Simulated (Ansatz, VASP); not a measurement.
# HgTe: VASP beside Ansatz

File POSCAR:

```
HgTe
1.0
    0.0000000000      3.2568009036      3.2568009036
    3.2568009036      0.0000000000      3.2568009036
    3.2568009036      3.2568009036      0.0000000000
Hg Te
1 1
Direct
    0.0000000000      0.0000000000      0.0000000000
    0.7500000000      0.7500000000      0.7500000000
```

INCAR.step1

```
ALGO = Normal
EDIFF = 1E-5
ENCUT = 520
GGA = PE
ISIF = 2
ISMEAR = -1
LASPH = T
LREAL = F
LWAVE = T
NBANDS = 16
NELM = 100
PREC = Accurate
SIGMA = 0.05
```

The input INCAR.step2:

```
AEXX = 0.25
ALGO = Normal
EDIFF = 1E-6
ENCUT = 520
ISIF = 2
ISMEAR = -1
ISTART = 1
LASPH = T
LCHARG = T
LELF = T
LHFCALC = T
LMIXTAU = T
LREAL = F
LVHAR = T
LWAVE = F
METAGGA = R2SCAN
NBANDS = 16
NELM = 100
PREC = Accurate
PRECFOCK = Normal
SIGMA = 0.05
```

Contents of KPOINTS:

```
k-points
0
Gamma
  4 4 4
```

Contents of input.yaml:

```yaml
crystal:
  lattice:
    - [0.0, 3.2568009036, 3.2568009036]
    - [3.2568009036, 0.0, 3.2568009036]
    - [3.2568009036, 3.2568009036, 0.0]
  atoms:
    - { symbol: Hg, position: [0.0, 0.0, 0.0] }
    - { symbol: Te, position: [0.75, 0.75, 0.75] }
hamiltonian:
  xc: r2scan0
  pseudopotentials: { kind: paw }
kpoints:
  mp_grid: { grid: [4, 4, 4] }
scf:
  occupations: { method: fermi_dirac, width: 0.05 }
output:
  forces: true
  stress: true
  eigenvalues: true
```

Alike in both runs: task single point; functional r2SCAN0; k mesh 4 × 4 × 4; occupations fermi-dirac, width 0.05 eV; no spin polarisation.

|  | VASP | Ansatz |
| --- | --- | --- |
| version | VASP 6.6.1 | Ansatz 0.2.0 |
| potentials or method | VASP PAW PBE potentials, release 64 (Hg, Te) | Ansatz PAW |
| plane-wave cutoff (eV) | 520 | 500 |
| valence electrons in the cell | 18 | 36 |

VASP gave:

| Quantity | Value |
| --- | --- |
| gap on the k mesh at the Fermi level (eV) | 0.74 |
| least direct gap on the mesh (eV) | 0.74 |
| pressure (GPa) | 0.2 |

Q: Which values does Ansatz return?

A: gap on the k mesh at the Fermi level (eV): 0.76; least direct gap on the mesh (eV): 0.76; pressure (GPa): 0.3.

VASP's potentials were made for PBE, not for r2SCAN0. With one functional, cell and mesh, what is left measures potentials, basis and numerics. VASP's potentials hold 18 valence electrons a cell and Ansatz's 36, so a difference there can come from the potentials and not from the codes.

Spin-orbit coupling is off throughout.
